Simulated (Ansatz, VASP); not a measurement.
**Two plane-wave programs on Si3N4**

The input INCAR:

```
SYSTEM = Si3N4
PREC = Accurate
ENCUT = 520
EDIFF = 1E-6
ISMEAR = -1
SIGMA = 0.02
LREAL = .FALSE.
LASPH = .TRUE.
NELM = 100
ALGO = Normal
ISIF = 2
LWAVE = .FALSE.
LCHARG = .FALSE.
GGA = PE
IBRION = 2
NSW = 80
EDIFFG = -0.02
```

The input KPOINTS:

```
Automatic mesh
0
G
  4 4 9
  0 0 0
```

The input POSCAR:

```
Si3N4
1.0
    7.6170000000      0.0000000000      0.0000000000
   -3.8085000000      6.5965155006      0.0000000000
    0.0000000000      0.0000000000      2.8259980000
Si N
6 8
Direct
    0.1740483666      0.7679428916      0.2500000000
    0.4061054750      0.1740483666      0.7500000000
    0.2320571084      0.4061054750      0.2500000000
    0.8259516334      0.2320571084      0.7500000000
    0.5938945250      0.8259516334      0.2500000000
    0.7679428916      0.5938945250      0.7500000000
    0.3333333333      0.6666666667      0.2500000000
    0.6666666667      0.3333333333      0.7500000000
    0.3297879503      0.0300001295      0.2500000000
    0.2997878208      0.3297879503      0.7500000000
    0.9699998705      0.2997878208      0.2500000000
    0.6702120497      0.9699998705      0.7500000000
    0.7002121792      0.6702120497      0.2500000000
    0.0300001295      0.7002121792      0.7500000000
```

Input for Ansatz:

```yaml
crystal:
  lattice:
    - [7.617, 0.0, 0.0]
    - [-3.8085, 6.5965155006, 0.0]
    - [0.0, 0.0, 2.825998]
  atoms:
    - { symbol: Si, position: [0.1740483666, 0.7679428916, 0.25] }
    - { symbol: Si, position: [0.406105475, 0.1740483666, 0.75] }
    - { symbol: Si, position: [0.2320571084, 0.406105475, 0.25] }
    - { symbol: Si, position: [0.8259516334, 0.2320571084, 0.75] }
    - { symbol: Si, position: [0.593894525, 0.8259516334, 0.25] }
    - { symbol: Si, position: [0.7679428916, 0.593894525, 0.75] }
    - { symbol: "N", position: [0.3333333333, 0.6666666667, 0.25] }
    - { symbol: "N", position: [0.6666666667, 0.3333333333, 0.75] }
    - { symbol: "N", position: [0.3297879503, 0.0300001295, 0.25] }
    - { symbol: "N", position: [0.2997878208, 0.3297879503, 0.75] }
    - { symbol: "N", position: [0.9699998705, 0.2997878208, 0.25] }
    - { symbol: "N", position: [0.6702120497, 0.9699998705, 0.75] }
    - { symbol: "N", position: [0.7002121792, 0.6702120497, 0.25] }
    - { symbol: "N", position: [0.0300001295, 0.7002121792, 0.75] }
kpoints:
  mp_grid: { grid: [4, 4, 9] }
scf:
  occupations: { method: fermi_dirac, width: 0.02 }
hamiltonian:
  xc: pbe
  pseudopotentials: { kind: paw }
output:
  forces: true
  stress: true
  populations: true
  efg:
    quadrupole_moments_barn: { "N": 0.02044 }
    contact_densities: true
  write_density: true
  write_potential: true
  elf: true
  volumetric_format: npy
relax:
  f_tol: 0.02
  max_steps: 60
```

Change from the starting cell: z stretched by -3 %, ions relaxed.

Alike in both runs: task relaxation of the atoms; functional PBE; k mesh 4 × 4 × 9; occupations fermi-dirac, width 0.02 eV; no spin polarisation.

```csv
,VASP,Ansatz
version,VASP 6.6.1,Ansatz 0.2.0
potentials or method,"VASP PAW PBE potentials, release 64 (Si, N)","plane-wave PAW, scalar-relativistic"
plane-wave cutoff (eV),520,420
valence electrons in the cell,64,64
```

```csv
,VASP,Ansatz,Ansatz less VASP
"gap on the k mesh at the Fermi level, each at its own relaxed structure (eV)",4.55,4.56,+0.009
```

Ansatz's warnings: stress scf threshold loose.
